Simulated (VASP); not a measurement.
Wanted: the native input for a VASP 6.6.1 run.

```yaml
Task: single point
Functional: PBE
Potentials_or_basis: VASP PAW PBE potentials, release 64 (K_sv, Cl)
Cutoff: 520 eV
k_mesh: 8 × 8 × 8
Occupations: gaussian, width 0.01 eV
Spin: no spin polarisation
Dipole_correction: no
Further_INCAR_settings: ALGO = Normal; EDIFF = 1e-07; NBANDS = 15
```

The structure of KCl lies in POSCAR:

```
KCl
1.0
    0.0000000000      3.1448753708      3.1448753708
    3.1448753708      0.0000000000      3.1448753708
    3.1448753708      3.1448753708      0.0000000000
K Cl
1 1
Direct
    0.0000000000      0.0000000000      0.0000000000
    0.5000000000      0.5000000000      0.5000000000
```

One way to write it, as run:

INCAR

```
PREC = Accurate
ENCUT = 520
EDIFF = 1E-7
ISMEAR = 0
SIGMA = 0.01
LREAL = False
LASPH = True
NELM = 80
ALGO = Normal
ISIF = 2
LWAVE = False
LCHARG = True
GGA = PE
LELF = True
LVHAR = True
NBANDS = 15
```

KPOINTS

```
regular mesh
0
Gamma
  8 8 8
```

Potentials or basis: VASP PAW PBE potentials, release 64 (K_sv, Cl).

Launch:

```console
$ cat potpaw_PBE.64/K_sv/POTCAR potpaw_PBE.64/Cl/POTCAR > POTCAR
$ mpirun -np 1 vasp_std > vasp.out
```

It gave:

The pressure is 0.8 GPa. The band gap on the k mesh is 5.19 eV.

Wall time 58 s on 1 thread of Intel Xeon 8259CL (shared host), peak memory 0.21 GiB.
